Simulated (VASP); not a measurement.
WS2: single point with PBE

The system is WS2.

```
W S
1.0
     3.05506    0.00000    0.00000
    -1.52753    2.64576    0.00000
     0.00000    0.00000   11.18772
W S
2 4
Direct
  0.66667 0.33333 0.75000
  0.33333 0.66667 0.25000
  0.66667 0.33333 0.39161
  0.33333 0.66667 0.89161
  0.66667 0.33333 0.10839
  0.33333 0.66667 0.60839
```

```json
{
  "Program": "VASP 6.6.1",
  "Task": "single point",
  "Functional": "PBE",
  "Potentials or basis": "VASP PAW PBE potentials, release 64 (W_sv, S)",
  "Cutoff": "520 eV",
  "k mesh": "10 × 10 × 3",
  "Occupations": "fermi-dirac, width 0.05 eV",
  "Spin": "no spin polarisation"
}
```

* Pressure: 20.0 GPa
* Band gap on the k mesh: 0.39 eV (least direct gap 1.88 eV)

Levels at points of the mesh, in eV from the valence-band top:
```
           k point  band 22  band 23  band 24  band 25  band 26  band 27  band 28  band 29  band 30  band 31
(0.00, 0.00, 0.00)    -2.31    -2.31    -2.03    -0.92     0.00     1.89     1.89     2.14     2.14     2.17
(0.50, 0.00, 0.00)    -3.17    -2.48    -2.39    -1.92    -1.74     2.23     2.41     2.53     2.87     3.09
```

Run time: 73 s on 1 thread of AMD EPYC 7R13 Processor (Zen 3), on a shared host, peak memory 0.21 GiB.

Caveat: the cell stands under pressure; spin-orbit coupling is left out, which moves the levels of the heavy elements; an odd mesh through Γ misses points on the zone boundary, where band edges can lie.
